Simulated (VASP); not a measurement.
# SiO2 in VASP: single point with PBE

Aim: the single point of SiO2 with PBE.

Everything below comes from runs of VASP 6.6.1. Logs are shortened: lines on timing, memory, paths and dates and some standing lists are left out, and cuts for length are marked.

**1. The cell of the first run**

The cell holds a sheet with vacuum, 3 atoms: a = 2.698 Å, b = 2.698 Å, c = 27.673 Å, α = 90.00°, β = 90.00°, γ = 120.00°.

**2. Single point, PBE**

POSCAR

```
SiO2
1.0
    2.6982427721      0.0000000000      0.0000000000
   -1.3491213861      2.3367467862      0.0000000000
    0.0000000000      0.0000000000     27.6729030400
Si O
1 2
Direct
    0.3333333333      0.6666666667      0.2899094444
    0.0000000000      0.0000000000      0.2568174443
    0.6666666667      0.3333333333      0.3230014446
```

INCAR.step1

```
SYSTEM = SiO2
ALGO     = Normal         ! electronic algorithm
DIPOL    = 0.5 0.5 0.290
EDIFF    = 1E-6           ! SCF threshold, eV
ENCUT    = 520            ! plane-wave cutoff, eV
GGA      = PE             ! functional
IDIPOL   = 3            
ISIF     = 2              ! what is computed and relaxed
ISMEAR   = 0              ! smearing method
LASPH    = .True.         ! aspherical terms in the spheres
LCHARG   = .True.         ! write CHGCAR
LDIPOL   = .True.       
LREAL    = .False.        ! projectors in reciprocal space
LWAVE    = .False.        ! write WAVECAR
NBANDS   = 15             ! bands
NELM     = 60             ! most SCF steps
PREC     = Accurate       ! precision mode
SIGMA    = 0.02           ! smearing width, eV
```

KPOINTS.step1

```
k-points
0
Gamma
  12 12 1
  0 0 0
```

INCAR.step2

```
SYSTEM = SiO2
ALGO     = Normal         ! electronic algorithm
DIPOL    = 0.5 0.5 0.290
EDIFF    = 1E-6           ! SCF threshold, eV
ENCUT    = 520            ! plane-wave cutoff, eV
GGA      = PE             ! functional
ICHARG   = 11             ! starting density
IDIPOL   = 3            
ISIF     = 2              ! what is computed and relaxed
ISMEAR   = -5             ! smearing method
LASPH    = .True.         ! aspherical terms in the spheres
LCHARG   = .False.        ! write CHGCAR
LDIPOL   = .True.       
LORBIT   = 11             ! projections on sites
LREAL    = .False.        ! projectors in reciprocal space
LWAVE    = .False.        ! write WAVECAR
NBANDS   = 15             ! bands
NEDOS    = 1001           ! points of the DOS
NELM     = 60             ! most SCF steps
PREC     = Accurate       ! precision mode
SIGMA    = 0.02           ! smearing width, eV
```

KPOINTS.step2

```
k-points
0
Gamma
  18 18 1
  0 0 0
```

Potentials or basis: VASP PAW PBE potentials, release 64 (Si, O).

On the command line:

```
> cat potpaw_PBE.64/Si/POTCAR potpaw_PBE.64/O/POTCAR > POTCAR
> cp INCAR.step1 INCAR
> cp KPOINTS.step1 KPOINTS
> mpirun -np 1 vasp_std > vasp.out
> cp INCAR.step2 INCAR
> cp KPOINTS.step2 KPOINTS
> mpirun -np 1 vasp_std > vasp.out
```

OUTCAR:

```text
SYSTEM = SiO2
   EDIFF = 1E-6
   ENCUT = 520
   GGA = PE
   ICHARG = 11
   ISIF = 2
   ISMEAR = -5
   LASPH = .True.
   LORBIT = 11
   LREAL = .False.
   NELM = 60
   PREC = Accurate

 ion  position               nearest neighbor table
   1  0.333  0.667  0.290-   2 1.81   2 1.81   2 1.81   3 1.81   3 1.81   3 1.81
   2  0.000  0.000  0.257-   1 1.81   1 1.81   1 1.81
   3  0.667  0.333  0.323-   1 1.81   1 1.81   1 1.81

  LATTYP: Found a hexagonal cell.
 ALAT       =     2.6982427721
 C/A-ratio  =    10.2558981446

  Lattice vectors:

 A1 = (   2.6982427721,   0.0000000000,   0.0000000000)
 A2 = (  -1.3491213861,   2.3367467862,   0.0000000000)
 A3 = (   0.0000000000,   0.0000000000,  27.6729030400)

Analysis of symmetry for initial positions (statically):
=====================================================================
 Subroutine PRICEL returns:
 Original cell was already a primitive cell.

 Routine SETGRP: Setting up the symmetry group for a
 hexagonal supercell.

 Subroutine GETGRP returns: Found 12 space group operations
 (whereof  6 operations were pure point group operations)
 out of a pool of 24 trial point group operations.

The static configuration has the point symmetry C_3v.
 The point group associated with its full space group is D_3d.

Analysis of symmetry for dynamics (positions and initial velocities):
=====================================================================
 Subroutine PRICEL returns:
 Original cell was already a primitive cell.

 Routine SETGRP: Setting up the symmetry group for a
 hexagonal supercell.

 Subroutine GETGRP returns: Found 12 space group operations
 (whereof  6 operations were pure point group operations)
 out of a pool of 24 trial point group operations.

The dynamic configuration has the point symmetry C_3v.
 The point group associated with its full space group is D_3d.

 Subroutine INISYM returns: Found 12 space group operations
 (whereof  6 operations are pure point group operations),
 and found     1 'primitive' translations

----------------------------------------------------------------------------------------

                                     Primitive cell

  volume of cell :     174.4807

  direct lattice vectors                    reciprocal lattice vectors
     2.698242772  0.000000000  0.000000000     0.370611574  0.213972692  0.000000000
    -1.349121386  2.336746786  0.000000000     0.000000000  0.427945384  0.000000000
     0.000000000  0.000000000 27.672903040     0.000000000  0.000000000  0.036136433

  length of vectors
     2.698242772  2.698242772 27.672903040     0.427945384  0.427945384  0.036136433

  position of ions in fractional coordinates (direct lattice)
     0.333333333  0.666666667  0.289909444
     0.000000000  0.000000000  0.256817444
     0.666666667  0.333333333  0.323001445
[... 111 lines left out ...]
 non-spin polarized calculation
 Fermi weights with tetrahedron method with Bloechl corrections
  energy-cutoff  :      520.00
  volume of cell :      174.48
 maximum number of plane-waves:      4759
 NGX is ok and might be reduce to    20

 number of electron      16.0000002 magnetization

 dipolmoment           0.000000      0.000000      0.000197 electrons x Angstroem

 Free energy of the ion-electron system (eV)
  ---------------------------------------------------
  ext. energy  EPLUGINS =         0.00000000
  ---------------------------------------------------
  free energy    TOTEN  =       -22.76418276 eV

  energy without entropy =      -22.76418276  energy(sigma->0) =      -22.76418276

 E-fermi :  -6.8649     XC(G=0):  -2.0954

 val. band max:       -6.8781643525   @ k =   0.1667   0.1667   0.0000
 cond. band min:      -0.3059709445   @ k =   0.0000   0.0000   0.0000
 fundamental gap:      6.5721934081
 Fermi energy:        -6.8648675636

 k-point     1 :       0.0000    0.0000    0.0000
  band No.  band energies     occupation
      1     -27.8932      2.00000
      2     -24.1439      2.00000
      3     -11.3351      2.00000
      4      -8.8260      2.00000
      5      -8.8260      2.00000
      6      -7.7646      2.00000
      7      -7.7646      2.00000
      8      -7.4588      2.00000
      9      -0.3060      0.00000
     10       1.4948      0.00000
     11       1.9132      0.00000
     12       1.9944      0.00000
     13       2.2780      0.00000
     14       2.5751      0.00000
[... 401 lines left out ...]
      2     -23.9472      2.00000
      3     -14.6176      2.00000
      4     -12.7595      2.00000
      5     -11.1485      2.00000
      6      -9.0631      2.00000
      7      -8.1175      2.00000
      8      -7.3634      2.00000
      9       1.8915      0.00000
     10       4.1178      0.00000
     11       6.0698      0.00000
     12       6.8306      0.00000
     13       7.4543      0.00000
     14       7.8476      0.00000
     15       8.0903      0.00000

 [... further k-points ...]

------------------------ aborting loop because EDIFF is reached ----------------------------------------

 vacuum level on the upper side and lower side of the slab       (xc-potential included)        -0.008        -0.014

  FORCE on cell =-STRESS in cart. coord.  units (eV):
  Direction    XX          YY          ZZ          XY          YZ          ZX
  --------------------------------------------------------------------------------------
  -------------------------------------------------------------------------------------
  Total        0.1471466      0.1471466     -0.0271660     -0.0000000      0.0000000     -0.0000000
  in kB        1.3511808      1.3511808     -0.2494532     -0.0000000      0.0000000     -0.0000000
  external PRESSURE =       0.8176362 kB  Pullay stress =       0.0000000 kB

 VOLUME and BASIS-vectors are now :
 -----------------------------------------------------------------------------
  energy-cutoff  :      520.00
  volume of cell :      174.48
      direct lattice vectors                 reciprocal lattice vectors
     2.698242772  0.000000000  0.000000000     0.370611574  0.213972692  0.000000000
    -1.349121386  2.336746786  0.000000000     0.000000000  0.427945384  0.000000000
     0.000000000  0.000000000 27.672903040     0.000000000  0.000000000  0.036136433

 POSITION                                       TOTAL-FORCE (eV/Angst)
 -----------------------------------------------------------------------------------
     -0.00000      1.55783      8.02264        -0.000000      0.000000      0.000000
      0.00000      0.00000      7.10688        -0.000000      0.000000     -0.014416
      1.34912      0.77892      8.93839         0.000000     -0.000000      0.014416
 -----------------------------------------------------------------------------------
    total drift:                               -0.000815      0.000471      0.036694

  FREE ENERGIE OF THE ION-ELECTRON SYSTEM (eV)
  ---------------------------------------------------
  free  energy   TOTEN  =       -22.7641827606 eV

  energy  without entropy=      -22.7641827606  energy(sigma->0) =      -22.76418276

 vacuum level on the upper side and lower side of the slab         2.100         2.094

 total charge

# of ion       s       p       d       tot
------------------------------------------
    1        0.601   0.864   0.000   1.465
    2        1.565   3.599   0.000   5.164
    3        1.565   3.599   0.000   5.164
--------------------------------------------------
tot          3.731   8.062   0.000  11.793
```

OSZICAR.step1:

```text
N       E                     dE             d eps       ncg     rms          rms(c)
DAV:   1     0.135165713487E+03    0.13517E+03   -0.63432E+03   642   0.786E+02
DAV:   2    -0.114884652109E+02   -0.14665E+03   -0.13080E+03   966   0.194E+02
DAV:   3    -0.247185050846E+02   -0.13230E+02   -0.13147E+02   815   0.715E+01
[... 13 lines left out ...]
DAV:  17    -0.227641660841E+02   -0.17817E-04   -0.59360E-07   656   0.342E-03    0.819E-04
DAV:  18    -0.227641807636E+02   -0.14679E-04   -0.54017E-07   649   0.306E-03    0.286E-04
DAV:  19    -0.227641859448E+02   -0.51812E-05   -0.70394E-08   558   0.128E-03    0.249E-04
DAV:  20    -0.227641891214E+02   -0.31766E-05   -0.77963E-08   551   0.100E-03    0.959E-05
DAV:  21    -0.227641895150E+02   -0.39353E-06   -0.13607E-08   579   0.522E-04
   1 F= -.22764190E+02 E0= -.22764190E+02  d E =-.668009E-27
```

It took 4.1 min on 1 thread of Intel Xeon 8259CL, shared host; peak memory 0.3 GiB.

What came out:

- Valence electrons inside the program's atomic spheres: Si 1.47; O 5.16
